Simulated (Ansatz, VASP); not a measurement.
H12C5O3: VASP beside Ansatz

```
C H O
1.0
     8.19321    0.00000    0.00000
     0.00000    8.19321    0.00000
     0.00000    0.00000    8.19321
C H O
10 24 6
Direct
  0.91485 0.02940 0.79002
  0.89547 0.84599 0.80819
  0.36399 0.97652 0.88911
  0.42212 0.86307 0.75465
  0.91565 0.43285 0.32979
  0.34921 0.38178 0.10826
  0.54750 0.20039 0.53478
  0.08950 0.84060 0.29370
  0.53796 0.78517 0.24956
  0.86526 0.42849 0.86535
  0.91282 0.06538 0.66043
  0.81658 0.09586 0.85273
  0.03169 0.07211 0.84097
  0.90030 0.80937 0.93767
  0.77736 0.80418 0.75976
  0.99218 0.78093 0.74172
  0.31573 0.09213 0.84064
  0.26666 0.91924 0.96188
  0.46313 0.00762 0.97426
  0.46879 0.74762 0.80534
  0.32338 0.83383 0.66845
  0.52219 0.91888 0.68410
  0.98595 0.46391 0.21676
  0.98481 0.36394 0.42570
  0.42566 0.38202 0.22193
  0.41289 0.42738 0.99616
  0.43077 0.25628 0.58123
  0.64412 0.17347 0.62790
  0.09563 0.96327 0.23394
  0.08614 0.73228 0.21021
  0.62981 0.71761 0.32491
  0.55815 0.91941 0.23320
  0.94531 0.36090 0.95482
  0.92287 0.53383 0.80097
  0.77495 0.47309 0.34767
  0.20824 0.33580 0.10556
  0.56554 0.16648 0.39190
  0.08362 0.82488 0.44017
  0.42110 0.71644 0.19018
  0.72476 0.39098 0.83949
```

Alike in both runs: functional PBEsol; k mesh 1 × 1 × 1; occupations fermi-dirac, width 0.05 eV; no spin polarisation.

Ansatz relaxed the structure, and its values are those at the end. VASP's run is a single point on that final structure, the one shown.

|  | VASP | Ansatz |
| --- | --- | --- |
| version | VASP 6.6.1 | Ansatz 0.2.0 |
| potentials or method | VASP PAW PBE potentials, release 64 (C, H, O), cutoff 520 eV | scalar-relativistic, plane waves, PAW |
| valence electrons in the cell | 100 | 100 |

|  | VASP | Ansatz | Ansatz less VASP |
| --- | --- | --- | --- |
| rms of the force components (eV/Å) | 0.179 | 0.075 | -0.1031 |

VASP's potentials were made for PBE, not for PBEsol. One of these differences is far larger than is usual between the two programs; its cause wasn't traced.

Noted on VASP's run: the standard files for N, O and F lose accuracy on very short bonds.
